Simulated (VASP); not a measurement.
# La6N (P-3m1) in VASP: notebook, part 2 of 2

VASP 6.6.1. The steps go on from the part before.

## Step 3: Single point, PBE

This run uses another cell than the first one, of 32.14 Å³/atom, 1.003 times its volume.

Contents of INCAR:

```
ALGO = Normal
EDIFF = 1E-7
ENCUT = 520
GGA = PE
ISIF = 2
ISMEAR = 0
LASPH = True
LCHARG = False
LREAL = False
LWAVE = False
NBANDS = 44
NELM = 80
PREC = Accurate
SIGMA = 0.2
```

Contents of KPOINTS:

```
k-points
0
Gamma
  5 5 1
```

Contents of POSCAR:

```
La6N
1.0
    3.7355625272      0.0000000000      0.0000000000
   -1.8677812636      3.2350920460      0.0000000000
    0.0000000000      0.0000000000     18.6163787383
La N
6 1
Direct
    0.6666666667      0.3333333333      0.4193534700
    0.3333333333      0.6666666667      0.5806465300
    0.3333333333      0.6666666667      0.0749260529
    0.6666666667      0.3333333333      0.9250739471
    0.0000000000      0.0000000000      0.7380443670
    0.0000000000      0.0000000000      0.2619556330
    0.0000000000      0.0000000000      0.0000000000
```

Potentials or basis: VASP PAW PBE potentials, release 64 (La, N).

On the command line:

```bash
cat potpaw_PBE.64/La/POTCAR potpaw_PBE.64/N/POTCAR > POTCAR
mpirun -np 1 vasp_std > vasp.out
```

OUTCAR:

```text
EDIFF = 1E-7
   ENCUT = 520
   GGA = PE
   ISIF = 2
   ISMEAR = 0
   LASPH = True
   LREAL = False
   NELM = 80
   PREC = Accurate

 ion  position               nearest neighbor table
   1  0.667  0.333  0.419-   6 3.64   6 3.64   6 3.64
   2  0.333  0.667  0.581-   5 3.64   5 3.64   5 3.64
   3  0.333  0.667  0.075-   7 2.57   7 2.57   7 2.57   4 3.53   4 3.53   4 3.53
   4  0.667  0.333  0.925-   7 2.57   7 2.57   7 2.57   3 3.53   3 3.53   3 3.53
   5  0.000  0.000  0.738-   2 3.64   2 3.64   2 3.64
   6  0.000  0.000  0.262-   1 3.64   1 3.64   1 3.64
   7  0.000  0.000  0.000-   3 2.57   4 2.57   4 2.57   3 2.57   4 2.57   3 2.57

  LATTYP: Found a hexagonal cell.
 ALAT       =     3.7355625272
 C/A-ratio  =     4.9835543115

  Lattice vectors:

 A1 = (   3.7355625272,   0.0000000000,   0.0000000000)
 A2 = (  -1.8677812636,   3.2350920460,   0.0000000000)
 A3 = (   0.0000000000,   0.0000000000,  18.6163787383)

Analysis of symmetry for initial positions (statically):
=====================================================================
 Subroutine PRICEL returns:
 Original cell was already a primitive cell.

 Routine SETGRP: Setting up the symmetry group for a
 hexagonal supercell.

 Subroutine GETGRP returns: Found 12 space group operations
 (whereof 12 operations were pure point group operations)
 out of a pool of 24 trial point group operations.

The static configuration has the point symmetry D_3d.

Analysis of symmetry for dynamics (positions and initial velocities):
=====================================================================
 Subroutine PRICEL returns:
 Original cell was already a primitive cell.

 Routine SETGRP: Setting up the symmetry group for a
 hexagonal supercell.

[... 112 lines left out ...]
   IMIX   =      4    mixing-type and parameters
     AMIX     =   0.40;   BMIX     =  1.00
     AMIX_MAG =   1.60;   BMIX_MAG =  1.00
  volume/ion in A,a.u.               =      32.14       216.89
  Fermi-wavevector in a.u.,A,eV,Ry     =   1.114590  2.106269 16.902654  1.242310
  Thomas-Fermi vector in A             =   2.251186
   LORBIT       =      0    0 simple, 1 ext, 2 COOP (PROOUT), +10 PAW based schemes
   GGA     = PE    functional components
   LHFCALC =     F    Hartree Fock is set to
   AEXX    =    0.0000 exact exchange contribution
   IVDW    =     0    specifies the selected vdW correction
   LEPSILON=     F    determine dielectric tensor
   LRPA    =     F    only Hartree local field effects (RPA)
 non-spin polarized calculation
 Gauss-broadening in eV      SIGMA  =   0.20
  energy-cutoff  :      520.00
  volume of cell :      224.98
 maximum number of plane-waves:      6078
 NGX is ok and might be reduce to    28
   NGX = 13   NGY = 13   NGZ = 69

 number of electron      71.0000002 magnetization

 Free energy of the ion-electron system (eV)
  ---------------------------------------------------
  ext. energy  EPLUGINS =         0.00000000
  ---------------------------------------------------
  free energy    TOTEN  =       -40.23546246 eV

  energy without entropy =      -40.01723765  energy(sigma->0) =      -40.12635006

 E-fermi :   7.9534     XC(G=0):  -9.6788

 val. band max:        7.9060424420   @ k =   0.0000   0.0000   0.0000
 cond. band min:       7.9655732345   @ k =   0.2000   0.2000   0.0000
 fundamental gap:      0.0595307925
 Fermi energy:         7.9534037042

 k-point     1 :       0.0000    0.0000    0.0000
  band No.  band energies     occupation
      1     -24.8561      2.00000
      2     -24.8415      2.00000
      3     -24.6923      2.00000
      4     -24.6585      2.00000
      5     -24.5904      2.00000
      6     -24.4448      2.00000
[... 224 lines left out ...]
     43       9.4096      0.00000
     44       9.4220      0.00000

------------------------ aborting loop because EDIFF is reached ----------------------------------------

  FORCE on cell =-STRESS in cart. coord.  units (eV):
  Direction    XX          YY          ZZ          XY          YZ          ZX
  --------------------------------------------------------------------------------------
  -------------------------------------------------------------------------------------
  Total        0.2618362      0.2618362      0.8634187      0.0000000     -0.0000000      0.0000000
  in kB        1.8646721      1.8646721      6.1488537      0.0000000     -0.0000000      0.0000000
  external PRESSURE =       3.2927327 kB  Pullay stress =       0.0000000 kB

 VOLUME and BASIS-vectors are now :
 -----------------------------------------------------------------------------
  energy-cutoff  :      520.00
  volume of cell :      224.98
      direct lattice vectors                 reciprocal lattice vectors
     3.735562527  0.000000000  0.000000000     0.267697299  0.154555108  0.000000000
    -1.867781264  3.235092046  0.000000000     0.000000000  0.309110216  0.000000000
     0.000000000  0.000000000 18.616378738     0.000000000  0.000000000  0.053716140

 POSITION                                       TOTAL-FORCE (eV/Angst)
 -----------------------------------------------------------------------------------
      1.86778      1.07836      7.80684         0.000000      0.000000     -0.030777
     -0.00000      2.15673     10.80954        -0.000000     -0.000000      0.030777
     -0.00000      2.15673      1.39485        -0.000000     -0.000000      0.013740
      1.86778      1.07836     17.22153        -0.000000      0.000000     -0.013740
      0.00000      0.00000     13.73971        -0.000000     -0.000000     -0.012947
      0.00000      0.00000      4.87667        -0.000000      0.000000      0.012947
      0.00000      0.00000      0.00000        -0.000000      0.000000      0.000000
 -----------------------------------------------------------------------------------
    total drift:                               -0.000000     -0.000000     -0.000000

  FREE ENERGIE OF THE ION-ELECTRON SYSTEM (eV)
  ---------------------------------------------------
  free  energy   TOTEN  =       -40.2354624588 eV

  energy  without entropy=      -40.0172376513  energy(sigma->0) =      -40.12635006
```

OSZICAR:

```text
N       E                     dE             d eps       ncg     rms          rms(c)
DAV:   1     0.981443159189E+03    0.98144E+03   -0.23537E+04   440   0.221E+03
DAV:   2     0.261522061022E+03   -0.71992E+03   -0.70142E+03   624   0.461E+02
DAV:   3     0.101785288862E+02   -0.25134E+03   -0.24678E+03   744   0.291E+02
[... 12 lines left out ...]
DAV:  16    -0.402354638979E+02   -0.12409E-05   -0.32711E-05   856   0.290E-02    0.544E-03
DAV:  17    -0.402354636834E+02    0.21449E-06   -0.45430E-06   800   0.119E-02    0.236E-03
DAV:  18    -0.402354627141E+02    0.96926E-06   -0.11073E-06   616   0.614E-03    0.844E-04
DAV:  19    -0.402354625423E+02    0.17181E-06   -0.13640E-07   416   0.420E-03    0.404E-04
DAV:  20    -0.402354624588E+02    0.83477E-07   -0.76596E-08   400   0.326E-03
   1 F= -.40235462E+02 E0= -.40126350E+02  d E =-.218225E+00
```

Wall time 66 s (1 thread of Intel Xeon 6975P-C (Granite Rapids), shared host); peak memory 0.32 GiB.

What came out:

```
Free energy   : -40.2355 eV
Pressure      : 0.3 GPa
Largest force : 0.031 eV/Å
```

Forces on the atoms (eV/Å):
```
La   0.000  0.000 -0.031
La   0.000  0.000  0.031
La   0.000  0.000  0.014
La   0.000  0.000 -0.014
La   0.000  0.000 -0.013
La   0.000  0.000  0.013
N    0.000  0.000  0.000
```

Levels at points of the mesh, in eV from the Fermi level:
| k point | band 31 | band 32 | band 33 | band 34 | band 35 | band 36 | band 37 | band 38 | band 39 | band 40 |
| --- | --- | --- | --- | --- | --- | --- | --- | --- | --- | --- |
| (0.00, 0.00, 0.00) | -1.84 | -1.66 | -0.86 | -0.05 | 0.67 | 0.87 | 1.09 | 1.34 | 1.34 | 1.35 |

Caveat: the k points lie up to 0.39 Å⁻¹ apart; spin-orbit coupling is left out, which moves the levels of the heavy elements.

## Step 4: Single point, PBE

This run uses another cell than the first one, of 32.26 Å³/atom, 1.006 times its volume.

Contents of INCAR:

```
ALGO = Normal
EDIFF = 1E-6
ENCUT = 520
GGA = PE
ISIF = 2
ISMEAR = 0
LASPH = T
LCHARG = F
LREAL = F
LWAVE = F
NBANDS = 44
NELM = 60
PREC = Accurate
SIGMA = 0.2
```

Contents of KPOINTS:

```
k-points
0
Gamma
  6 6 2
```

Contents of POSCAR:

```
La6N
1.0
    3.7131551541      0.0000000000      0.0000000000
   -1.8565775771      3.2156866916      0.0000000000
    0.0000000000      0.0000000000     18.9096076435
La N
6 1
Direct
    0.3333333333      0.6666666667      0.4179139527
    0.6666666667      0.3333333333      0.5820860473
    0.3333333333      0.6666666667      0.0748170627
    0.6666666667      0.3333333333      0.9251829373
    0.0000000000      0.0000000000      0.7383142982
    0.0000000000      1.0000000000      0.2616857018
    0.0000000000      0.0000000000      1.0000000000
```

On the command line:

```bash
cat potpaw_PBE.64/La/POTCAR potpaw_PBE.64/N/POTCAR > POTCAR
mpirun -np 1 vasp_std > vasp.out
```

It took 2.1 min on 1 thread of Intel Xeon 6975P-C (Granite Rapids), shared host; peak memory 0.39 GiB.

Results (log left out):

- Free energy: -40.4136 eV
- Pressure: 0.2 GPa
- Largest force: 0.019 eV/Å

Forces on the atoms (eV/Å):
```
La   0.000  0.000 -0.009
La   0.000  0.000  0.009
La   0.000  0.000 -0.019
La   0.000  0.000  0.019
La   0.000  0.000  0.009
La   0.000  0.000 -0.009
N    0.000  0.000  0.000
```

Stress tensor (GPa, compression positive):
```
 0.24  0.00  0.00
 0.00  0.24  0.00
 0.00  0.00 -0.02
```

Levels at points of the mesh, in eV from the Fermi level:
| k point | band 32 | band 33 | band 34 | band 35 | band 36 | band 37 | band 38 | band 39 | band 40 | band 41 |
| --- | --- | --- | --- | --- | --- | --- | --- | --- | --- | --- |
| (0.00, 0.00, 0.00) | -1.65 | -0.90 | -0.11 | 0.61 | 0.82 | 1.09 | 1.10 | 1.41 | 1.43 | 1.46 |
| (0.50, 0.00, 0.00) | -1.22 | -1.22 | -0.99 | -0.64 | -0.21 | 0.44 | 0.79 | 0.97 | 1.06 | 1.13 |
| (0.00, 0.00, 0.50) | -1.65 | -0.82 | -0.24 | 0.79 | 0.80 | 0.97 | 1.00 | 1.40 | 1.40 | 1.43 |
| (0.50, 0.00, 0.50) | -1.19 | -1.06 | -1.01 | -0.73 | -0.20 | 0.52 | 0.72 | 0.72 | 1.29 | 1.41 |

Caveat: spin-orbit coupling is left out, which moves the levels of the heavy elements.

## Step 5: Single point, PBE (volume scaled by 0.88, then relaxed in part)

Contents of INCAR:

```
SYSTEM = La6N
ALGO     = Normal         ! electronic algorithm
EDIFF    = 1E-6           ! SCF threshold, eV
ENCUT    = 520            ! plane-wave cutoff, eV
GGA      = PE             ! functional
ISIF     = 2              ! what is computed and relaxed
ISMEAR   = 0              ! smearing method
LASPH    = .True.         ! aspherical terms in the spheres
LCHARG   = .False.        ! write CHGCAR
LREAL    = .False.        ! projectors in reciprocal space
LWAVE    = .False.        ! write WAVECAR
NBANDS   = 44             ! bands
NELM     = 80             ! most SCF steps
PREC     = Accurate       ! precision mode
SIGMA    = 0.1            ! smearing width, eV
```

Contents of KPOINTS:

```
k-points
0
Gamma
  12 12 2
  0 0 0
```

Contents of POSCAR:

```
La6N
1.0
    3.5793061931      0.0000000000      0.0000000000
   -1.7896530966      3.0997700912      0.0000000000
    0.0000000000      0.0000000000     17.9082718873
La N
6 1
Direct
    0.3333333333      0.6666666667      0.4193314027
    0.6666666667      0.3333333333      0.5806685973
    0.3333333333      0.6666666667      0.0800335169
    0.6666666667      0.3333333333      0.9199664831
    0.0000000000      0.0000000000      0.7375369143
    0.0000000000      0.0000000000      0.2624630857
    0.0000000000      0.0000000000      0.0000000000
```

On the command line:

```bash
cat potpaw_PBE.64/La/POTCAR potpaw_PBE.64/N/POTCAR > POTCAR
mpirun -np 1 vasp_std > vasp.out
```

It took 12 min on 1 thread of AMD EPYC 7R13, shared host; peak memory 0.49 GiB.

Results (log left out):

- Free energy: -39.9453 eV
- Pressure: 4.8 GPa
- Largest force: 0.016 eV/Å

Forces on the atoms (eV/Å):
```
La   0.000  0.000  0.002
La   0.000  0.000 -0.002
La   0.000  0.000 -0.016
La   0.000  0.000  0.016
La   0.000  0.000  0.004
La   0.000  0.000 -0.004
N    0.000  0.000  0.000
```

Levels at points of the mesh, in eV from the Fermi level:
```
           k point  band 33  band 34  band 35  band 36  band 37  band 38
(0.00, 0.00, 0.00)    -0.83     0.01     0.53     0.81     1.19     1.34
(0.50, 0.00, 0.00)    -1.46    -1.18    -0.77    -0.30     0.37     0.90
(0.00, 0.00, 0.50)    -0.74    -0.05     0.67     0.80     1.07     1.15
(0.50, 0.00, 0.50)    -1.26    -1.11    -0.91    -0.35     0.64     0.67
```

Caveat: the cell differs from its parent crystal (volume scaled by 0.88, then relaxed in part); spin-orbit coupling is left out, which moves the levels of the heavy elements.

## Step 6: The runs side by side

```csv
cell,k mesh,smearing,gap on the mesh (eV),pressure (GPa),largest force (eV/Å)
"a = 3.743, b = 3.743, c = 18.493 Å, angles 90.0, 90.0, 120.0°, 7 atoms",5 × 5 × 1,gaussian 0.2 eV,none,0.5,0.03
"a = 3.736, b = 3.736, c = 18.616 Å, angles 90.0, 90.0, 120.0°, 7 atoms",5 × 5 × 1,gaussian 0.2 eV,none,0.3,0.03
"a = 3.713, b = 3.713, c = 18.910 Å, angles 90.0, 90.0, 120.0°, 7 atoms",6 × 6 × 2,gaussian 0.2 eV,none,0.2,0.02
"a = 3.579, b = 3.579, c = 17.908 Å, angles 90.0, 90.0, 120.0°, 7 atoms",12 × 12 × 2,gaussian 0.1 eV,none,4.8,0.02
```

Alike in all rows: task single point; level PBE; potentials or basis VASP PAW PBE potentials, release 64 (La, N); no spin polarisation; cutoff (eV) 520.

Caveats: some runs use coarse meshes; spin-orbit coupling is left out, which moves the levels of the heavy elements.

Total energies depend on the potentials used, so only differences within one code and one set of settings carry meaning.
